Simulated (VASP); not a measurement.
# Al14CN16 (a cell with a defect) in VASP: further runs, part 2 of 2

VASP 6.6.1. Earlier steps stand in the parts before.

## 3. Relaxation of the atoms, PBE

File INCAR:

```
PREC     = Accurate       # precision mode
ENCUT    = 520            # plane-wave cutoff, eV
EDIFF    = 1E-7           # SCF threshold, eV
ISMEAR   = 0              # smearing method
SIGMA    = 0.01           # smearing width, eV
LREAL    = Auto         
LASPH    = T              # aspherical terms in the spheres
NELM     = 120            # most SCF steps
ALGO     = Normal         # electronic algorithm
ISIF     = 2              # what is computed and relaxed
LWAVE    = F              # write WAVECAR
LCHARG   = F              # write CHGCAR
GGA      = PE             # functional
IBRION   = 2              # ionic algorithm
NSW      = 100            # ionic steps
EDIFFG   = -0.03          # ionic threshold
NELECT   = 128.0        
GGA_COMPAT= F            
NELMIN   = 4            
ISYM     = -1
```

File KPOINTS:

```
explicit points
1
Reciprocal
  0.25000000   0.25000000   0.25000000 1
```

File POSCAR:

```
Al14CN16
1.0
    6.2595139100      0.0000000600      0.0000000000
   -3.1297570100      5.4208980300      0.0000000000
    0.0000000000      0.0000000000     10.0348065900
C N Al
1 16 14
Direct
    0.3333333300      0.1666666700      0.2496176900
    0.3333333300      0.1666666700      0.4403823100
    0.1666666700      0.3333333300      0.1903823100
    0.3333333300      0.1666666700      0.9403823100
    0.1666666700      0.3333333300      0.6903823100
    0.3333333300      0.6666666700      0.4403823100
    0.1666666700      0.8333333300      0.1903823100
    0.3333333300      0.6666666700      0.9403823100
    0.1666666700      0.8333333300      0.6903823100
    0.8333333300      0.1666666700      0.4403823100
    0.6666666700      0.3333333300      0.1903823100
    0.8333333300      0.1666666700      0.9403823100
    0.6666666700      0.3333333300      0.6903823100
    0.8333333300      0.6666666700      0.4403823100
    0.6666666700      0.8333333300      0.1903823100
    0.8333333300      0.6666666700      0.9403823100
    0.6666666700      0.8333333300      0.6903823100
    0.3333333300      0.1666666700      0.7496176900
    0.1666666700      0.3333333300      0.9996176900
    0.3333333300      0.6666666700      0.2496176900
    0.1666666700      0.8333333300      0.4996176900
    0.3333333300      0.6666666700      0.7496176900
    0.1666666700      0.8333333300      0.9996176900
    0.8333333300      0.1666666700      0.2496176900
    0.6666666700      0.3333333300      0.4996176900
    0.8333333300      0.1666666700      0.7496176900
    0.6666666700      0.3333333300      0.9996176900
    0.8333333300      0.6666666700      0.2496176900
    0.6666666700      0.8333333300      0.4996176900
    0.8333333300      0.6666666700      0.7496176900
    0.6666666700      0.8333333300      0.9996176900
```

Potentials or basis: VASP PAW PBE potentials, release 64 (C, N, Al).

Started as:

```sh
$ cat potpaw_PBE.64/C/POTCAR potpaw_PBE.64/N/POTCAR potpaw_PBE.64/Al/POTCAR > POTCAR
$ mpirun -np 1 vasp_std > vasp.out
```

Run time: 65 min. Hardware: 1 thread of Intel Xeon Platinum 8124M at 3.00GHz (Skylake/Cascade Lake), shared host; peak memory 0.48 GiB.

The run converged. Its results:

* Free energy: -217.0228 eV
* Energy gained by relaxing: 175.9 meV/atom
* Ionic steps: 72
* Largest force after relaxing: 0.026 eV/Å

Forces on the atoms (eV/Å):
```
C   -0.003  0.001  0.002
N   -0.008 -0.001  0.001
N    0.001  0.001  0.000
N   -0.001  0.000  0.001
N   -0.001  0.003 -0.004
N   -0.005  0.004  0.004
N    0.003 -0.004  0.000
N    0.001 -0.005 -0.004
N    0.011 -0.002 -0.011
N   -0.015 -0.011  0.001
N   -0.011 -0.001 -0.007
N    0.008  0.002  0.004
N    0.005 -0.005 -0.007
N    0.004  0.006  0.009
N   -0.002  0.006  0.015
N    0.003 -0.004 -0.005
N    0.003 -0.001  0.004
Al   0.004 -0.002 -0.008
Al   0.008 -0.003  0.012
Al  -0.012  0.006 -0.004
Al   0.005  0.011  0.003
Al   0.007  0.005  0.003
Al   0.001 -0.008 -0.006
Al  -0.017  0.018 -0.003
Al   0.019  0.015  0.008
Al  -0.001 -0.004 -0.001
Al   0.003  0.001  0.000
Al  -0.016 -0.006  0.009
Al  -0.008 -0.016 -0.006
Al   0.010 -0.005 -0.011
Al   0.003  0.000  0.002
```

Step by step:
```csv
step,energy change (eV),largest force (eV/Å),pressure (GPa)
1,0.0000,3.6898,4.18
3,-2.6329,4.8017,4.18
5,-3.2878,4.6259,4.24
7,-3.8277,2.8373,5.83
9,-3.8694,2.0969,5.32
11,-4.3708,1.3914,4.70
13,-4.4366,1.1590,4.25
15,-4.4812,0.3814,4.62
17,-4.5057,0.4392,4.88
19,-4.5120,0.2935,4.75
21,-4.5187,0.1373,4.80
23,-4.5240,0.2628,4.82
25,-4.5270,0.2887,4.68
27,-4.5360,0.3567,4.64
29,-4.5374,0.7130,4.55
31,-4.5476,0.5808,4.56
33,-4.5622,0.6796,4.58
35,-4.5665,1.0563,4.93
37,-4.6072,0.8705,4.76
39,-4.6612,1.0293,5.07
41,-4.7967,0.9442,5.91
43,-4.9318,0.7837,6.21
45,-4.9519,1.1060,6.39
47,-5.0318,1.0521,6.83
49,-5.1235,1.0440,6.56
51,-5.2461,1.0845,6.48
53,-5.3149,0.6712,6.13
55,-5.3724,0.6433,6.21
57,-5.4020,0.6163,6.00
59,-5.4224,0.2126,6.08
61,-5.4352,0.2510,5.96
63,-5.4415,0.3121,6.04
65,-5.4460,0.1297,5.99
67,-5.4491,0.0913,6.04
69,-5.4511,0.1163,6.00
71,-5.4515,0.0491,6.02
72,-5.4518,0.0257,6.02
```

Final structure:
```cif
data_structure
_symmetry_space_group_name_H-M 'P 1'
_symmetry_Int_Tables_number 1
_cell_length_a 6.2595
_cell_length_b 6.2595
_cell_length_c 10.0348
_cell_angle_alpha 90.000
_cell_angle_beta 90.000
_cell_angle_gamma 120.000
_cell_volume 340.50
loop_
_atom_site_label
_atom_site_type_symbol
_atom_site_fract_x
_atom_site_fract_y
_atom_site_fract_z
_atom_site_occupancy
C1 C 0.38028 0.24580 0.26983 1
N1 N 0.35636 0.18045 0.39719 1
N2 N 0.20903 0.30860 0.19933 1
N3 N 0.32714 0.14955 0.94177 1
N4 N 0.16582 0.33195 0.71324 1
N5 N 0.34763 0.70340 0.44001 1
N6 N 0.12076 0.73717 0.17969 1
N7 N 0.33676 0.66868 0.93824 1
N8 N 0.16523 0.83935 0.68272 1
N9 N 0.83039 0.17091 0.44082 1
N10 N 0.61355 0.31488 0.19962 1
N11 N 0.83100 0.17361 0.95101 1
N12 N 0.66073 0.33256 0.68519 1
N13 N 0.83011 0.67595 0.43874 1
N14 N 0.67117 0.83307 0.18875 1
N15 N 0.82311 0.66040 0.93672 1
N16 N 0.66745 0.83874 0.69307 1
Al1 Al 0.32680 0.16791 0.74936 1
Al2 Al 0.17605 0.33111 0.99528 1
Al3 Al 0.33477 0.65982 0.26171 1
Al4 Al 0.16974 0.84697 0.48681 1
Al5 Al 0.32781 0.66320 0.74146 1
Al6 Al 0.15790 0.81383 0.00325 1
Al7 Al 0.84296 0.15969 0.26339 1
Al8 Al 0.67943 0.33822 0.49202 1
Al9 Al 0.83783 0.17518 0.74745 1
Al10 Al 0.65332 0.32840 0.00646 1
Al11 Al 0.82939 0.66514 0.25239 1
Al12 Al 0.66646 0.84913 0.49958 1
Al13 Al 0.82931 0.66903 0.74515 1
Al14 Al 0.66506 0.83396 0.00013 1
```

Levels at points of the mesh, in eV from the Fermi level:
| k point | band 60 | band 61 | band 62 | band 63 | band 64 | band 65 | band 66 | band 67 | band 68 | band 69 |
| --- | --- | --- | --- | --- | --- | --- | --- | --- | --- | --- |
| (0.25, 0.25, 0.25) | -1.44 | -1.15 | -0.84 | -0.47 | -0.09 | 2.38 | 3.66 | 4.33 | 4.53 | 4.77 |

Caveat: the cell carries a net charge on a neutralising background, which shifts energy and pressure; the cell is charged against a uniform background, so pressure and absolute levels hang on convention.

## 4. Relaxation of the atoms, PBE

File INCAR:

```
SYSTEM = Al14CN16
PREC = Accurate ; ENCUT = 520
EDIFF = 1E-7 ; ISMEAR = 0
SIGMA = 0.01 ; LREAL = Auto
LASPH = .True. ; NELM = 120
ALGO = Normal ; ISIF = 2
LWAVE = .False. ; LCHARG = .False.
GGA = PE ; IBRION = 2
NSW = 100 ; EDIFFG = -0.03
GGA_COMPAT = .False. ; NELMIN = 4
ISYM = -1
```

KPOINTS is that of step 3.

POSCAR is that of step 3.

Started as:

```sh
$ cat potpaw_PBE.64/C/POTCAR potpaw_PBE.64/N/POTCAR potpaw_PBE.64/Al/POTCAR > POTCAR
$ mpirun -np 1 vasp_std > vasp.out
```

It took 53 min on 1 thread of Intel Xeon Platinum 8124M at 3.00GHz (Skylake/Cascade Lake), shared host; peak memory 0.49 GiB.

It converged, with:

```yaml
Free_energy: -229.4771 eV
Energy_gained_by_relaxing: 150.7 meV/atom
Ionic_steps: 47
Pressure_after_relaxing: -2.1 GPa
Largest_force_after_relaxing: 0.027 eV/Å
```

Forces on the atoms (eV/Å):
```
C    0.017 -0.016  0.000
N   -0.012  0.003  0.008
N    0.011 -0.016  0.015
N    0.009 -0.004 -0.008
N    0.003  0.006 -0.012
N   -0.007 -0.009  0.001
N   -0.005  0.000  0.010
N   -0.001 -0.003 -0.007
N   -0.010 -0.001  0.001
N   -0.012  0.023  0.004
N    0.017  0.000  0.000
N    0.000 -0.004  0.005
N   -0.006  0.012 -0.001
N   -0.011  0.005 -0.003
N    0.003 -0.009  0.008
N    0.004 -0.003 -0.015
N   -0.008  0.002 -0.011
Al  -0.010  0.003  0.006
Al   0.010 -0.008  0.004
Al  -0.002  0.001  0.003
Al  -0.011  0.005 -0.006
Al  -0.002  0.001  0.001
Al  -0.001 -0.003  0.006
Al   0.008  0.008  0.000
Al   0.005  0.002 -0.010
Al   0.001 -0.003 -0.001
Al   0.000  0.007  0.002
Al   0.008  0.000  0.006
Al   0.000 -0.003 -0.009
Al  -0.007  0.009 -0.011
Al   0.005 -0.005  0.016
```

Stress tensor (GPa, compression positive):
```
 0.53 -5.42  0.09
-5.42 -5.71  0.09
 0.09  0.09 -1.19
```

Step by step:
```csv
step,energy change (eV),largest force (eV/Å),pressure (GPa)
1,0.0000,4.4086,-5.56
3,-2.2326,3.3345,-5.52
5,-3.0270,1.9281,-4.75
7,-3.3462,1.0878,-5.67
9,-3.4799,0.5151,-5.39
11,-3.5638,0.6411,-5.02
13,-3.7181,1.5347,-3.45
15,-3.7485,1.4200,-3.67
17,-3.9206,1.7951,-2.69
19,-4.2209,0.9624,-2.11
21,-4.3012,0.7380,-2.12
23,-4.4741,0.7241,-2.05
25,-4.5473,0.5441,-1.91
27,-4.6060,0.4539,-2.05
29,-4.6346,0.4572,-2.24
31,-4.6469,0.1508,-2.20
33,-4.6545,0.1213,-2.20
35,-4.6643,0.1892,-2.17
37,-4.6683,0.1841,-2.19
39,-4.6700,0.0537,-2.17
41,-4.6717,0.0804,-2.16
43,-4.6725,0.0452,-2.14
45,-4.6728,0.0349,-2.13
47,-4.6732,0.0267,-2.12
```

Final structure:
```yaml
crystal:
  lattice:
    - [6.25951, 0.00000, 0.00000]
    - [-3.12976, 5.42090, 0.00000]
    - [0.00000, 0.00000, 10.03481]
  atoms:
    - { symbol: C, position: [0.38071, 0.12013, 0.26802] }
    - { symbol: N, position: [0.35912, 0.14213, 0.39761] }
    - { symbol: N, position: [0.13149, 0.36792, 0.18333] }
    - { symbol: N, position: [0.32211, 0.17690, 0.93859] }
    - { symbol: N, position: [0.16119, 0.33894, 0.69742] }
    - { symbol: N, position: [0.37701, 0.71326, 0.43847] }
    - { symbol: N, position: [0.21148, 0.88938, 0.19903] }
    - { symbol: N, position: [0.33081, 0.67952, 0.93832] }
    - { symbol: N, position: [0.16809, 0.84119, 0.68564] }
    - { symbol: N, position: [0.78435, 0.12225, 0.43776] }
    - { symbol: N, position: [0.60973, 0.28969, 0.19873] }
    - { symbol: N, position: [0.81974, 0.16881, 0.93857] }
    - { symbol: N, position: [0.65921, 0.33223, 0.68565] }
    - { symbol: N, position: [0.84284, 0.65855, 0.43818] }
    - { symbol: N, position: [0.67217, 0.82749, 0.18567] }
    - { symbol: N, position: [0.83403, 0.66522, 0.94846] }
    - { symbol: N, position: [0.67111, 0.82970, 0.69765] }
    - { symbol: Al, position: [0.32607, 0.17398, 0.74734] }
    - { symbol: Al, position: [0.15523, 0.34463, 0.00085] }
    - { symbol: Al, position: [0.34438, 0.66751, 0.25314] }
    - { symbol: Al, position: [0.17325, 0.83275, 0.49679] }
    - { symbol: Al, position: [0.33159, 0.67119, 0.74660] }
    - { symbol: Al, position: [0.17520, 0.85046, 0.00328] }
    - { symbol: Al, position: [0.83115, 0.15546, 0.25276] }
    - { symbol: Al, position: [0.66783, 0.32797, 0.49675] }
    - { symbol: Al, position: [0.82910, 0.16894, 0.74688] }
    - { symbol: Al, position: [0.64865, 0.32444, 0.00324] }
    - { symbol: Al, position: [0.83388, 0.66696, 0.25207] }
    - { symbol: Al, position: [0.68136, 0.81951, 0.51149] }
    - { symbol: Al, position: [0.83589, 0.66437, 0.75488] }
    - { symbol: Al, position: [0.66455, 0.83519, 0.99722] }
```

Levels at points of the mesh, in eV from the Fermi level:
| k point | band 61 | band 62 | band 63 | band 64 | band 65 | band 66 |
| --- | --- | --- | --- | --- | --- | --- |
| (0.25, 0.25, 0.25) | -0.86 | -0.61 | -0.11 | 0.17 | 3.49 | 4.49 |
